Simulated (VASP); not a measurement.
# Sr (Pm-3m) in VASP: further runs, part 2 of 2

VASP 6.6.1.

## Step 4: Relaxation of cell and atoms, LDA

This run uses another cell than the first one, of 62.10 Å³/atom, 1.315 times its volume.

Contents of INCAR:

```
SYSTEM = Sr
ALGO = Normal
EDIFF = 1E-7
EDIFFG = -0.01
ENCUT = 500
GGA = CA
GGA_COMPAT = .False.
IBRION = 2
ISIF = 3
ISMEAR = -1
LASPH = .True.
LCHARG = .False.
LREAL = .False.
LWAVE = .False.
NELM = 120
NELMIN = 4
NSW = 80
PREC = Accurate
SIGMA = 0.05
```

Contents of KPOINTS:

```
k-points
0
Gamma
  5 5 5
  0 0 0
```

Contents of POSCAR:

```
Sr
1.0
    3.9600000000      0.0000000000      0.0000000000
    0.0000000000      3.9600000000      0.0000000000
    0.0000000000      0.0000000000      3.9600000000
Sr
1
Direct
    0.0000000000      0.0000000000      0.0000000000
```

Potentials or basis: VASP PAW LDA potentials, release 64 (Sr_sv).

Launch:

```bash
> cat potpaw_LDA.64/Sr_sv/POTCAR > POTCAR
> mpirun -np 1 vasp_std > vasp.out
```

OUTCAR:

```text
SYSTEM = Sr
   EDIFF = 1E-7
   EDIFFG = -0.01
   ENCUT = 500
   GGA = CA
   IBRION = 2
   ISIF = 3
   ISMEAR = -1
   LASPH = .True.
   LREAL = .False.
   NELM = 120
   NELMIN = 4
   NSW = 80
   PREC = Accurate

 ion  position               nearest neighbor table
   1  0.000  0.000  0.000-

  LATTYP: Found a simple cubic cell.
 ALAT       =     3.9600000000

  Lattice vectors:

 A1 = (   3.9600000000,   0.0000000000,   0.0000000000)
 A2 = (   0.0000000000,   3.9600000000,   0.0000000000)
 A3 = (   0.0000000000,   0.0000000000,   3.9600000000)

Analysis of symmetry for initial positions (statically):
=====================================================================
 Subroutine PRICEL returns:
 Original cell was already a primitive cell.

 Routine SETGRP: Setting up the symmetry group for a
 simple cubic supercell.

 Subroutine GETGRP returns: Found 48 space group operations
 (whereof 48 operations were pure point group operations)
 out of a pool of 48 trial point group operations.

The static configuration has the point symmetry O_h .

Analysis of symmetry for dynamics (positions and initial velocities):
=====================================================================
 Subroutine PRICEL returns:
 Original cell was already a primitive cell.

 Routine SETGRP: Setting up the symmetry group for a
 simple cubic supercell.

 Subroutine GETGRP returns: Found 48 space group operations
 (whereof 48 operations were pure point group operations)
 out of a pool of 48 trial point group operations.

The dynamic configuration has the point symmetry O_h .

 Subroutine INISYM returns: Found 48 space group operations
 (whereof 48 operations are pure point group operations),
 and found     1 'primitive' translations

----------------------------------------------------------------------------------------

                                     Primitive cell

  volume of cell :      62.0991

  direct lattice vectors                    reciprocal lattice vectors
     3.960000000  0.000000000  0.000000000     0.252525253  0.000000000  0.000000000
     0.000000000  3.960000000  0.000000000     0.000000000  0.252525253  0.000000000
     0.000000000  0.000000000  3.960000000     0.000000000  0.000000000  0.252525253

  length of vectors
     3.960000000  3.960000000  3.960000000     0.252525253  0.252525253  0.252525253

  position of ions in fractional coordinates (direct lattice)
     0.000000000  0.000000000  0.000000000

  ion indices of the primitive-cell ions
   primitive index   ion index
                 1           1

----------------------------------------------------------------------------------------

 KPOINTS: k-points

Automatic generation of k-mesh.
 Grid dimensions read from file:
 generate k-points for:    5    5    5

 Generating k-lattice:

  Cartesian coordinates                     Fractional coordinates (reciprocal lattice)
     0.050505051  0.000000000  0.000000000     0.200000000  0.000000000  0.000000000
     0.000000000  0.050505051  0.000000000     0.000000000  0.200000000  0.000000000
     0.000000000  0.000000000  0.050505051     0.000000000  0.000000000  0.200000000

  Length of vectors
     0.050505051  0.050505051  0.050505051

  Shift w.r.t. Gamma in fractional coordinates (k-lattice)
     0.000000000  0.000000000  0.000000000

 Subroutine IBZKPT returns following result:
 ===========================================

 Found     10 irreducible k-points:

 Following reciprocal coordinates:
            Coordinates               Weight
  0.000000  0.000000  0.000000      1.000000
  0.200000  0.000000  0.000000      6.000000
  0.400000  0.000000  0.000000      6.000000
  0.200000  0.200000  0.000000     12.000000
  0.400000  0.200000  0.000000     24.000000
  0.400000  0.400000  0.000000     12.000000
  0.200000  0.200000  0.200000      8.000000
  0.400000  0.200000  0.200000     24.000000
  0.400000  0.400000  0.200000     24.000000
  0.400000  0.400000  0.400000      8.000000
   k-points           NKPTS =     10   k-points in BZ     NKDIM =     10   number of bands    NBANDS=      9
   number of dos      NEDOS =    301   number of ions     NIONS =      1
   total plane-waves  NPLWV =  27000
   dimension x,y,z NGX =    30 NGY =   30 NGZ =   30
   dimension x,y,z NGXF=    60 NGYF=   60 NGZF=   60
   ions per type =               1
   NGX,Y,Z   is equivalent  to a cutoff of  12.59, 12.59, 12.59 a.u.
   NGXF,Y,Z  is equivalent  to a cutoff of  25.19, 25.19, 25.19 a.u.
 SYSTEM =  Sr
   PREC   = accura    normal or accurate (medium, high low for compatibility)
   ISTART =      0    job   : 0-new  1-cont  2-samecut
   ICHARG =      2    charge: 1-file 2-atom 10-const
   ISPIN  =      1    spin polarized calculation?
   LNONCOLLINEAR =      F non collinear calculations
   LSORBIT =      F    spin-orbit coupling
   LASPH  =      T    aspherical Exc in radial PAW
   ENCUT  =  500.0 eV  36.75 Ry    6.06 a.u.   7.22  7.22  7.22*2*pi/ulx,y,z
   NELM   =    120;   NELMIN=  4; NELMDL= -5     # of ELM steps
   EDIFF  = 0.1E-06   stopping-criterion for ELM
   LREAL  =      F    real-space projection
   EDIFFG = -.1E-01   stopping-criterion for IOM
   NSW    =     80    number of steps for IOM
   IBRION =      2    ionic relax: 0-MD 1-quasi-New 2-CG
   NFREE  =      1    steps in history (QN), initial steepest desc. (CG)
   ISIF   =      3    stress and relaxation
   ISYM   =      2    0-nonsym 1-usesym 2-fastsym
   POTIM  = 0.5000    time-step for ionic-motion
   TEBEG  =    0.0;   TEEND  =   0.0 temperature during run
   PSTRESS=    0.0 pullay stress
   NELECT =      10.0000    total number of electrons
   NUPDOWN=      -1.0000    fix difference up-down
   EMIN   =  10.00;   EMAX   =-10.00  energy-range for DOS
   EFERMI =   0.00;   METHOD = LEGACY
   ISMEAR =    -1;   SIGMA  =   0.05  broadening in eV -4-tet -1-fermi 0-gaus
   EFERMI_NEDOS =   21; number of points for ismear=-14 and -15
   IALGO  =     38    algorithm
   IMIX   =      4    mixing-type and parameters
     AMIX     =   0.40;   BMIX     =  1.00
     AMIX_MAG =   1.60;   BMIX_MAG =  1.00
  volume/ion in A,a.u.               =      62.10       419.07
  Fermi-wavevector in a.u.,A,eV,Ry     =   0.890662  1.683107 10.793216  0.793279
  Thomas-Fermi vector in A             =   2.012382
   LORBIT       =      0    0 simple, 1 ext, 2 COOP (PROOUT), +10 PAW based schemes
   GGA     = CA    functional components
   LHFCALC =     F    Hartree Fock is set to
   AEXX    =    0.0000 exact exchange contribution
   IVDW    =     0    specifies the selected vdW correction
   LEPSILON=     F    determine dielectric tensor
   LRPA    =     F    only Hartree local field effects (RPA)
 conjugate gradient relaxation of ions
 non-spin polarized calculation
  energy-cutoff  :      500.00
  volume of cell :       62.10
 maximum number of plane-waves:      1594
 NGX is ok and might be reduce to    30
   NGX = 15   NGY = 15   NGZ = 15

--------------------------------------- Ionic step        1  -------------------------------------------

 number of electron      10.0000000 magnetization

 Free energy of the ion-electron system (eV)
  ---------------------------------------------------
  ext. energy  EPLUGINS =         0.00000000
  ---------------------------------------------------
  free energy    TOTEN  =        -1.45001498 eV

  energy without entropy =       -1.43304384  energy(sigma->0) =       -1.44152941

------------------------ aborting loop because EDIFF is reached ----------------------------------------

  FORCE on cell =-STRESS in cart. coord.  units (eV):
  Direction    XX          YY          ZZ          XY          YZ          ZX
  --------------------------------------------------------------------------------------
  -------------------------------------------------------------------------------------
  Total       -0.5903973     -0.5903973     -0.5903973     -0.0000000      0.0000000     -0.0000000
  in kB      -15.2324381    -15.2324381    -15.2324381     -0.0000000      0.0000000     -0.0000000
  external PRESSURE =     -15.2324381 kB  Pullay stress =       0.0000000 kB
[... 125 lines left out ...]
  energy  without entropy=       -1.5350782024  energy(sigma->0) =       -1.53725013

--------------------------------------- Ionic step        5  -------------------------------------------

 number of electron      10.0000000 magnetization

 Free energy of the ion-electron system (eV)
  ---------------------------------------------------
  ext. energy  EPLUGINS =         0.00000000
  ---------------------------------------------------
  free energy    TOTEN  =        -1.53980277 eV

  energy without entropy =       -1.53465982  energy(sigma->0) =       -1.53723130

 E-fermi :   2.0103     XC(G=0):  -8.0313

 val. band max:        1.9013285919   @ k =   0.4000   0.4000   0.4000
 cond. band min:       2.1828721852   @ k =   0.4000   0.2000   0.0000
 fundamental gap:      0.2815435933
 Fermi energy:         2.0103096054

 k-point     1 :       0.0000    0.0000    0.0000
  band No.  band energies     occupation
      1     -34.5812      2.00000
      2     -16.4432      2.00000
      3     -16.4432      2.00000
      4     -16.4432      2.00000
      5      -1.8404      2.00000
      6       2.3306      0.00330
      7       2.3306      0.00330
      8       7.4550      0.00000
      9       7.4550      0.00000
[... 134 lines left out ...]
  FREE ENERGIE OF THE ION-ELECTRON SYSTEM (eV)
  ---------------------------------------------------
  free  energy   TOTEN  =        -1.5398027665 eV

  energy  without entropy=       -1.5346598247  energy(sigma->0) =       -1.53723130

 reached required accuracy - stopping structural energy minimisation
```

OSZICAR:

```text
N       E                     dE             d eps       ncg     rms          rms(c)
DAV:   1     0.389236471305E+02    0.38924E+02   -0.45153E+03   180   0.898E+02
DAV:   2     0.334076396453E+00   -0.38590E+02   -0.38193E+02   190   0.164E+02
DAV:   3    -0.137848685042E+01   -0.17126E+01   -0.17043E+01   250   0.292E+01
[... 50 lines left out ...]
DAV:   5    -0.153980692131E+01   -0.32669E-03   -0.16231E-03   233   0.237E-01    0.292E-02
DAV:   6    -0.153980275896E+01    0.41624E-05   -0.25087E-05   191   0.446E-02    0.822E-03
DAV:   7    -0.153980260126E+01    0.15770E-06   -0.33926E-06   242   0.759E-03    0.202E-03
DAV:   8    -0.153980279631E+01   -0.19505E-06   -0.74396E-07   264   0.388E-03    0.234E-03
DAV:   9    -0.153980276646E+01    0.29847E-07   -0.12633E-08    96   0.115E-03
   5 F= -.15398028E+01 E0= -.15372313E+01  d E =-.897878E-01
```

CONTCAR:

```text
Sr
   1.00000000000000
     3.6147924574071699    0.0000000000000000   -0.0000000000000000
    -0.0000000000000000    3.6147924574071699    0.0000000000000000
     0.0000000000000000    0.0000000000000000    3.6147924574071699
  Sr
     1
Direct
     0.0000000000000000    0.0000000000000000    0.0000000000000000

  0.00000000E+00  0.00000000E+00  0.00000000E+00
```

Wall time 25 s (1 thread of Intel Xeon Platinum 8488C (Sapphire Rapids), shared host); peak memory 0.15 GiB.

The run converged, but its numbers aren't listed here, since they failed a check.

Caveat: the mesh shows a gap though the element is a metal; the volume moved by over 15 % at a fixed basis, so the end points are rough.
